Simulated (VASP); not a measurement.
Input of a VASP 6.6.1 run:

INCAR

```
SYSTEM = Zn7O8
ALGO = Normal ; EDIFF = 1E-7
EDIFFG = -0.025 ; ENCUT = 520
GGA = PE ; GGA_COMPAT = .False.
IBRION = 2 ; ISIF = 2
ISMEAR = 0 ; LASPH = .True.
LCHARG = .False. ; LREAL = .False.
LWAVE = .False. ; NELM = 120
NELMIN = 4 ; NSW = 65
PREC = Accurate ; SIGMA = 0.01
```

Contents of KPOINTS:

```
k-points
0
Gamma
  3 3 3
  0 0 0
```

The input POSCAR:

```
Zn7O8
1.0
    0.0000000000      0.0000000000     -5.2932739833
    3.2794860218     -5.6802364126      0.0000000000
   -6.5589720437      0.0000000000      0.0000000000
Zn O
7 8
Direct
    0.4999157211      0.6655416262      0.3339897489
    0.4999266289      0.1632532154      0.8317176116
    0.4999340510      0.6655317869      0.8317270483
   -0.0011078789      0.3299055756      0.1674069522
   -0.0010819059      0.8345662598      0.1673960752
   -0.0011310871      0.3298962427      0.6627016571
    0.0024122093      0.8314845419      0.6658543975
    0.6319259092      0.3478788073      0.1493755419
    0.6319559546      0.7984920728      0.1493356085
    0.6319096848      0.3478687001      0.6986959752
    0.6212653606      0.8314408320      0.6658091011
    0.0847103041      0.1647859114      0.3324984390
    0.1237432005      0.6652250496      0.3333772750
    0.1237485946      0.1639550239      0.8320801706
    0.1237512925      0.6652250512      0.8320742206
```

Potentials or basis: VASP PAW PBE potentials, release 64 (Zn, O).

Command:

```console
$ cat potpaw_PBE.64/Zn/POTCAR potpaw_PBE.64/O/POTCAR > POTCAR
$ mpirun -np 1 vasp_std > vasp.out
```

Question: Predict the energy gained by relaxing.

Answer: 1.7 meV/atom.

Question: Estimate the band gap on the k mesh.

Answer: Zero (bands 66 and 67 overlap by 0.31 eV).

Step by step:
```tsv
step	energy change (eV)	largest force (eV/Å)	pressure (GPa)
1	0.0000	0.2409	0.15
2	-0.0135	0.1398	0.11
3	-0.0175	0.1371	0.08
4	-0.0219	0.0975	-0.08
5	-0.0243	0.0773	-0.35
6	-0.0243	0.0786	-0.34
7	-0.0253	0.0447	-0.41
8	-0.0254	0.0324	-0.46
9	-0.0256	0.0232	-0.47
```

Caveat: the k points lie up to 0.40 Å⁻¹ apart; the cell differs from its parent crystal (atoms taken out).
